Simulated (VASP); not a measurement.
Write the native input for VASP 6.6.1 that does the following.

```yaml
Task: single point
Functional: PBE
Potentials_or_basis: VASP PAW PBE potentials, release 64 (Fe, Pt)
Cutoff: 520 eV
k_mesh: 6 × 6 × 5
Occupations: gaussian, width 0.15 eV
Spin: collinear spin, ferromagnetic start
Starting_moments: "[3.5, 0.0] μB"
Dipole_correction: no
Further_INCAR_settings: ALGO = Normal; EDIFF = 1e-07; NBANDS = 20
```

The structure of FePt (Tetraferroplatinum) lies in POSCAR:

```
FePt
1.0
    2.7235000000      0.0000000000      0.0000000000
    0.0000000000      2.7235000000      0.0000000000
    0.0000000000      0.0000000000      3.7200000000
Fe Pt
1 1
Direct
    0.0000000000      0.0000000000      0.0000000000
    0.5000000000      0.5000000000      0.5000000000
```

The input as run:

INCAR

```
SYSTEM = FePt
  PREC = Accurate
  ENCUT = 520
  EDIFF = 1E-7
  ISMEAR = 0
  SIGMA = 0.15
  LREAL = .FALSE.
  LASPH = .TRUE.
  NELM = 150
  ALGO = Normal
  ISIF = 2
  LWAVE = .FALSE.
  LCHARG = .TRUE.
  ISPIN = 2
  MAGMOM = 3.5 0
  LORBIT = 11
  LMAXMIX = 4
  GGA = PE
  LELF = .TRUE.
  LVHAR = .TRUE.
  NBANDS = 20
```

KPOINTS

```
Automatic mesh
0
G
  6 6 5
  0 0 0
```

Potentials or basis: VASP PAW PBE potentials, release 64 (Fe, Pt).

The run is started by

```bash
$ cat potpaw_PBE.64/Fe/POTCAR potpaw_PBE.64/Pt/POTCAR > POTCAR
$ mpirun -np 1 vasp_std > vasp.out
```

It gave:

```json
{
 "Pressure": "2.4 GPa",
 "Net moment": "3.24 μB per cell",
 "Site moments": "Fe +2.88; Pt +0.33 μB",
 "Valence electrons inside the program's atomic spheres": "Fe 6.99; Pt 9.43"
}
```

Caveat: the k points lie up to 0.38 Å⁻¹ apart.

It took 69 s on 1 thread of AMD EPYC 7R13, on a shared host, peak memory 0.13 GiB.
